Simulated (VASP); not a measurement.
Li4Zr3O, 8 atoms in the cell. The typed cell holds 8 atoms: a = 3.211 Å, b = 3.210 Å, c = 17.690 Å, α = 90.03°, β = 89.99°, γ = 120.00°. 

```yaml
Program: VASP 6.6.1
Task: single point
Functional: PBE
Potentials_or_basis: VASP PAW PBE potentials, release 64 (Li_sv, Zr_sv, O)
Cutoff: 520 eV
k_mesh: 6 × 6 × 2
Occupations: gaussian, width 0.2 eV
Spin: no spin polarisation
Dipole_correction: no
Further_INCAR_settings: ALGO = Normal; EDIFF = 1e-06; NBANDS = 37
```

Potentials or basis: VASP PAW PBE potentials, release 64 (Li_sv, Zr_sv, O).

The run is started by

```console
$ cat potpaw_PBE.64/Li_sv/POTCAR potpaw_PBE.64/Zr_sv/POTCAR potpaw_PBE.64/O/POTCAR > POTCAR
$ mpirun -np 1 vasp_std > vasp.out
```

Hardware: 1 thread of Intel Xeon 8259CL (shared host).

**Question.** Estimate the wall time of this run.

**Answer.** It took 8.1 min on 1 thread of Intel Xeon 8259CL, on a shared host, peak memory 0.39 GiB. Counts: scf iterations 17, k points 40.
